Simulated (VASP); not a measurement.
Input of a VASP 6.6.1 run:

The input INCAR:

```
PREC = Accurate
ENCUT = 520
EDIFF = 1E-6
ISMEAR = -1
SIGMA = 0.1
LREAL = F
LASPH = T
NELM = 100
ALGO = Normal
ISIF = 2
LWAVE = F
LCHARG = F
LDIPOL = T
IDIPOL = 3
DIPOL = 0.5 0.5 0.500
GGA = PE
NBANDS = 37
```

Contents of KPOINTS:

```
regular mesh
0
Gamma
  13 13 1
```

File POSCAR:

```
Ta4W
1.0
    2.8752873616      0.0000000000      0.0000000000
   -0.9584291205      2.7108469216      0.0000000000
    0.0000000000      0.0000000000     25.3906000000
Ta W
4 1
Direct
    0.0000000000      0.0000000000      0.3191703391
    0.5000000000      0.5000000000      0.4075846787
    0.5000000000      0.5000000000      0.5924153172
    0.0000000000      0.0000000000      0.6808296637
    0.0000000000      0.0000000000      0.5000000013
```

Potentials or basis: VASP PAW PBE potentials, release 64 (Ta_pv, W_sv).

Launch:

```console
$ cat potpaw_PBE.64/Ta_pv/POTCAR potpaw_PBE.64/W_sv/POTCAR > POTCAR
$ mpirun -np 1 vasp_std > vasp.out
```

**Question.** Predict the band gap on the k mesh.

**Answer.** Zero (band 29 reaches 1.69 eV, above the bottom of band 30 at -0.02 eV).

**Question.** What does it give for the largest force?

**Answer.** 0.784 eV/Å.

Forces on the atoms (eV/Å):
```
Ta   0.000  0.000 -0.051
Ta   0.000  0.000  0.784
Ta   0.000  0.000 -0.784
Ta   0.000  0.000  0.051
W    0.000  0.000  0.000
```

Caveat: spin-orbit coupling is left out, which moves the levels of the heavy elements.
